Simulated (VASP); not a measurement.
# Sb (R-3m) in VASP: further runs

The runs below take Sb through single point, with PBE.

Program: VASP 6.6.1. These are calculated values, not measurements. Logs are shortened: lines on timing, memory, paths and dates and some standing lists are left out, and cuts for length are marked.

### Step 1. The cell of the first run

It takes space group R-3m (No. 166, trigonal). Conventional cell: a = 4.308 Å, b = 4.308 Å, c = 11.274 Å, α = 90.00°, β = 90.00°, γ = 120.00°. Sb (site symmetry 3m) has 6 Sb at 2.91 to 3.35 Å within 3.8 Å.

### Step 2. Single point, PBE

INCAR

```
ALGO = Normal ; EDIFF = 1E-6
ENCUT = 520 ; GGA = PE
ISIF = 2 ; ISMEAR = -1
LASPH = T ; LCHARG = F
LREAL = F ; LWAVE = F
NBANDS = 12 ; NELM = 60
PREC = Accurate ; SIGMA = 0.05
```

KPOINTS

```
k-points
0
Gamma
  9 9 9
```

POSCAR

```
Sb
1.0
    2.1542000000      1.2437279499      3.7580000000
   -2.1542000000      1.2437279499      3.7580000000
    0.0000000000     -2.4874558998      3.7580000000
Sb
2
Direct
    0.2334900000      0.2334900000      0.2334900000
    0.7665100000      0.7665100000      0.7665100000
```

Potentials or basis: VASP PAW PBE potentials, release 64 (Sb).

Run with:

```bash
$ cat potpaw_PBE.64/Sb/POTCAR > POTCAR
$ mpirun -np 1 vasp_std > vasp.out
```

OUTCAR:

```text
EDIFF = 1E-6
   ENCUT = 520
   GGA = PE
   ISIF = 2
   ISMEAR = -1
   LASPH = T
   LREAL = F
   NELM = 60
   PREC = Accurate

 ion  position               nearest neighbor table
   1  0.233  0.233  0.233-   2 2.91   2 2.91   2 2.91   2 3.35   2 3.35   2 3.35
   2  0.767  0.767  0.767-   1 2.91   1 2.91   1 2.91   1 3.35   1 3.35   1 3.35

  LATTYP: Found a trigonal (rhomboedric) cell.
 ALAT       =     4.5066618304
 COS(alpha) =     0.5430253624

  Lattice vectors:

 A1 = (   2.1542000000,   1.2437279499,   3.7580000000)
 A2 = (  -2.1542000000,   1.2437279499,   3.7580000000)
 A3 = (   0.0000000000,  -2.4874558998,   3.7580000000)

Analysis of symmetry for initial positions (statically):
=====================================================================
 Subroutine PRICEL returns:
 Original cell was already a primitive cell.

 Routine SETGRP: Setting up the symmetry group for a
 trigonal (rhombohedral) supercell.

 Subroutine GETGRP returns: Found 12 space group operations
 (whereof 12 operations were pure point group operations)
 out of a pool of 12 trial point group operations.

The static configuration has the point symmetry D_3d.

Analysis of symmetry for dynamics (positions and initial velocities):
=====================================================================
 Subroutine PRICEL returns:
 Original cell was already a primitive cell.

 Routine SETGRP: Setting up the symmetry group for a
 trigonal (rhombohedral) supercell.

 Subroutine GETGRP returns: Found 12 space group operations
 (whereof 12 operations were pure point group operations)
 out of a pool of 12 trial point group operations.

The dynamic configuration has the point symmetry D_3d.

 Subroutine INISYM returns: Found 12 space group operations
 (whereof 12 operations are pure point group operations),
 and found     1 'primitive' translations

----------------------------------------------------------------------------------------

                                     Primitive cell

  volume of cell :      60.4115

  direct lattice vectors                    reciprocal lattice vectors
     2.154200000  1.243727950  3.758000000     0.232104726  0.134005726  0.088699663
    -2.154200000  1.243727950  3.758000000    -0.232104726  0.134005726  0.088699663
     0.000000000 -2.487455900  3.758000000     0.000000000 -0.268011452  0.088699663

  length of vectors
[... 84 lines left out ...]
   EDIFFG = 0.1E-04   stopping-criterion for IOM
   NSW    =      0    number of steps for IOM
   IBRION =     -1    ionic relax: 0-MD 1-quasi-New 2-CG
   NFREE  =      0    steps in history (QN), initial steepest desc. (CG)
   ISIF   =      2    stress and relaxation
   ISYM   =      2    0-nonsym 1-usesym 2-fastsym
   POTIM  = 0.5000    time-step for ionic-motion
   TEBEG  =    0.0;   TEEND  =   0.0 temperature during run
   PSTRESS=    0.0 pullay stress
   NELECT =      10.0000    total number of electrons
   NUPDOWN=      -1.0000    fix difference up-down
   EMIN   =  10.00;   EMAX   =-10.00  energy-range for DOS
   EFERMI =   0.00;   METHOD = LEGACY
   ISMEAR =    -1;   SIGMA  =   0.05  broadening in eV -4-tet -1-fermi 0-gaus
   EFERMI_NEDOS =   21; number of points for ismear=-14 and -15
   IALGO  =     38    algorithm
   IMIX   =      4    mixing-type and parameters
     AMIX     =   0.40;   BMIX     =  1.00
     AMIX_MAG =   1.60;   BMIX_MAG =  1.00
  volume/ion in A,a.u.               =      30.21       203.84
  Fermi-wavevector in a.u.,A,eV,Ry     =   0.898880  1.698637 10.993305  0.807985
  Thomas-Fermi vector in A             =   2.021644
   LORBIT       =      0    0 simple, 1 ext, 2 COOP (PROOUT), +10 PAW based schemes
   GGA     = PE    functional components
   LHFCALC =     F    Hartree Fock is set to
   AEXX    =    0.0000 exact exchange contribution
   IVDW    =     0    specifies the selected vdW correction
   LEPSILON=     F    determine dielectric tensor
   LRPA    =     F    only Hartree local field effects (RPA)
 non-spin polarized calculation
  energy-cutoff  :      520.00
  volume of cell :       60.41
 maximum number of plane-waves:      1643
 NGX is ok and might be reduce to    36
   NGX = 17   NGY = 17   NGZ = 17

 number of electron      10.0000000 magnetization

 Free energy of the ion-electron system (eV)
  ---------------------------------------------------
  ext. energy  EPLUGINS =         0.00000000
  ---------------------------------------------------
  free energy    TOTEN  =        -8.25627603 eV

  energy without entropy =       -8.25464356  energy(sigma->0) =       -8.25545980

 E-fermi :   7.2823     XC(G=0):  -9.5298

 val. band max:        7.2287909337   @ k =   0.3333   0.2222   0.2222
 cond. band min:       7.3073789634   @ k =   0.4444  -0.0000  -0.0000
 fundamental gap:      0.0785880297
 Fermi energy:         7.2823384930

 k-point     1 :       0.0000    0.0000    0.0000
  band No.  band energies     occupation
      1      -5.4391      2.00000
      2       2.4938      2.00000
      3       5.2227      2.00000
      4       5.4834      2.00000
      5       5.4834      2.00000
      6       9.3436      0.00000
      7       9.9794      0.00000
      8       9.9794      0.00000
      9      12.3712      0.00000
     10      12.3712      0.00000
     11      12.5358      0.00000
     12      13.8741      0.00000
[... 331 lines left out ...]
 k-point    24 :       0.4444    0.4444   -0.0000
  band No.  band energies     occupation
      1      -3.2225      2.00000
      2      -0.6136      2.00000
      3       2.0246      2.00000
      4       3.5950      2.00000
      5       3.6611      2.00000
      6       8.8412      0.00000
      7      12.1390      0.00000
      8      12.7180      0.00000
      9      13.7558      0.00000
     10      15.8290      0.00000
     11      16.9396      0.00000
     12      18.0549      0.00000

 [... further k-points ...]
[... 5 lines left out ...]
  --------------------------------------------------------------------------------------
  -------------------------------------------------------------------------------------
  Total        1.1301586      1.1301586      0.9292038      0.0000000     -0.0000000      0.0000000
  in kB       29.9730209     29.9730209     24.6434835      0.0000000     -0.0000000      0.0000000
  external PRESSURE =      28.1965084 kB  Pullay stress =       0.0000000 kB

 VOLUME and BASIS-vectors are now :
 -----------------------------------------------------------------------------
  energy-cutoff  :      520.00
  volume of cell :       60.41
      direct lattice vectors                 reciprocal lattice vectors
     2.154200000  1.243727950  3.758000000     0.232104726  0.134005726  0.088699663
    -2.154200000  1.243727950  3.758000000    -0.232104726  0.134005726  0.088699663
     0.000000000 -2.487455900  3.758000000     0.000000000 -0.268011452  0.088699663

 POSITION                                       TOTAL-FORCE (eV/Angst)
 -----------------------------------------------------------------------------------
      0.00000      0.00000      2.63237         0.000000      0.000000      0.220830
      0.00000      0.00000      8.64163         0.000000      0.000000     -0.220830
 -----------------------------------------------------------------------------------
    total drift:                                0.000000     -0.000000     -0.000000

  FREE ENERGIE OF THE ION-ELECTRON SYSTEM (eV)
  ---------------------------------------------------
  free  energy   TOTEN  =        -8.2562760268 eV

  energy  without entropy=       -8.2546435636  energy(sigma->0) =       -8.25545980
```

OSZICAR:

```text
N       E                     dE             d eps       ncg     rms          rms(c)
DAV:   1     0.352812455775E+02    0.35281E+02   -0.35542E+03  2040   0.652E+02
DAV:   2    -0.632276551809E+01   -0.41604E+02   -0.40069E+02  2692   0.107E+02
DAV:   3    -0.824137377583E+01   -0.19186E+01   -0.19085E+01  2540   0.256E+01
DAV:   4    -0.825811866649E+01   -0.16745E-01   -0.16743E-01  2340   0.285E+00
DAV:   5    -0.825832105970E+01   -0.20239E-03   -0.20239E-03  2536   0.346E-01    0.302E+00
DAV:   6    -0.825674700234E+01    0.15741E-02   -0.26179E-03  2372   0.335E-01    0.183E+00
DAV:   7    -0.825613001052E+01    0.61699E-03   -0.62795E-03  2436   0.512E-01    0.765E-02
DAV:   8    -0.825624601917E+01   -0.11601E-03   -0.19235E-04  2468   0.847E-02    0.247E-02
DAV:   9    -0.825627531284E+01   -0.29294E-04   -0.42349E-05  2400   0.388E-02    0.553E-03
DAV:  10    -0.825627602677E+01   -0.71393E-06   -0.41429E-06  2460   0.111E-02
   1 F= -.82562760E+01 E0= -.82554598E+01  d E =-.163246E-02
```

stdout:

```text
POSCAR found type information on POSCAR Sb
 POSCAR found :  1 types and       2 ions
 scaLAPACK will be used
 LDA part: xc-table for (Slater+PW92), standard interpolation
 POSCAR, INCAR and KPOINTS ok, starting setup
 FFT: planning ... GRIDC
 FFT: planning ... GRID_SOFT
 FFT: planning ... GRID
 WAVECAR not read
 entering main loop
```

Wall time 83 s (1 thread of AMD EPYC 7R43 (Zen 3), shared host); peak memory 0.18 GiB.

What came out:

| Property | Result |
| --- | --- |
| Free energy | -8.2563 eV |
| Pressure | 2.8 GPa |
| Largest force | 0.221 eV/Å |

Forces in eV/Å, atoms in the order of the input:
```
Sb   0.000  0.000  0.221
Sb   0.000  0.000 -0.221
```

Levels at points of the mesh, in eV from the Fermi level:
```tsv
k point	band 3	band 4	band 5	band 6	band 7	band 8
(0.00, 0.00, 0.00)	-2.06	-1.80	-1.80	2.06	2.70	2.70
```

Caveat: spin-orbit coupling is left out, which moves the levels of the heavy elements.

### Step 3. Single point, PBE

INCAR

```
SYSTEM = Sb
  PREC = Accurate
  ENCUT = 520
  EDIFF = 1E-7
  ISMEAR = -1
  SIGMA = 0.05
  LREAL = .FALSE.
  LASPH = .TRUE.
  NELM = 60
  ALGO = Normal
  ISIF = 2
  LWAVE = .FALSE.
  LCHARG = .FALSE.
  GGA = PE
  NBANDS = 12
```

KPOINTS

```
Automatic mesh
0
G
  9 9 9
  0 0 0
```

POSCAR is that of step 2.

Potentials or basis: VASP PAW PBE potentials, release 64 (Sb).

Run with:

```bash
$ cat potpaw_PBE.64/Sb/POTCAR > POTCAR
$ mpirun -np 1 vasp_std > vasp.out
```

Wall time 99 s (1 thread of AMD EPYC 7R43 (Zen 3), shared host); peak memory 0.18 GiB.

It converged, with:

| Quantity | Value |
| --- | --- |
| Free energy | -8.2563 eV |
| Pressure | 2.8 GPa |
| Largest force | 0.221 eV/Å |

Forces in eV/Å, atoms in the order of the input:
```
Sb   0.000  0.000  0.221
Sb   0.000  0.000 -0.221
```

Stress tensor (GPa, compression positive):
```
2.99 0.00 0.00
0.00 2.99 0.00
0.00 0.00 2.46
```

Levels at points of the mesh, in eV from the Fermi level:
| k point | band 2 | band 3 | band 4 | band 5 | band 6 | band 7 | band 8 | band 9 |
| --- | --- | --- | --- | --- | --- | --- | --- | --- |
| (0.00, 0.00, 0.00) | -4.79 | -2.06 | -1.80 | -1.80 | 2.06 | 2.70 | 2.70 | 5.09 |

Caveat: spin-orbit coupling is left out, which moves the levels of the heavy elements.
